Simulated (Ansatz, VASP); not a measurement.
# TaN: VASP beside Ansatz

```
Ta N
1.0
     2.91828    0.00000    0.00000
    -1.45914    2.52730    0.00000
     0.00000    0.00000    2.86365
Ta N
1 1
Direct
  0.33333 0.66667 0.50000
  0.00000 0.00000 0.00000
```

Change from the starting cell: volume scaled by 0.98, PAW files.

Alike in both runs: task electric field gradients; functional LDA; k mesh 12 × 12 × 10; occupations fermi-dirac, width 0.02 eV; no spin polarisation.

|  | VASP | Ansatz |
| --- | --- | --- |
| version | VASP 6.6.1 | Ansatz 0.2.0 |
| potentials or method | VASP PAW LDA potentials, release 64 (Ta_pv, N) | PAW with Ansatz's default frozen-core files, scalar-relativistic |
| plane-wave cutoff (eV) | 520 | 420 |
| valence electrons in the cell | 16 | 18 |

|  | VASP | Ansatz | Ansatz less VASP |
| --- | --- | --- | --- |
| pressure (GPa) | -2.6 | -4.6 | -1.92 |
| traceless stress, the component that is largest in VASP (GPa) | -0.34 | -0.49 | -0.148 |
| size of Vzz on the site where it differs most (V/Å²) | 15.3 | 47.9 | +32.61 |

LDA's correlation is that of Perdew and Zunger in VASP and of Perdew and Wang (1992) in Ansatz. VASP's potentials hold 16 valence electrons a cell and Ansatz's 18, so a difference there can come from the potentials and not from the codes.

Neither program's run includes spin-orbit coupling.
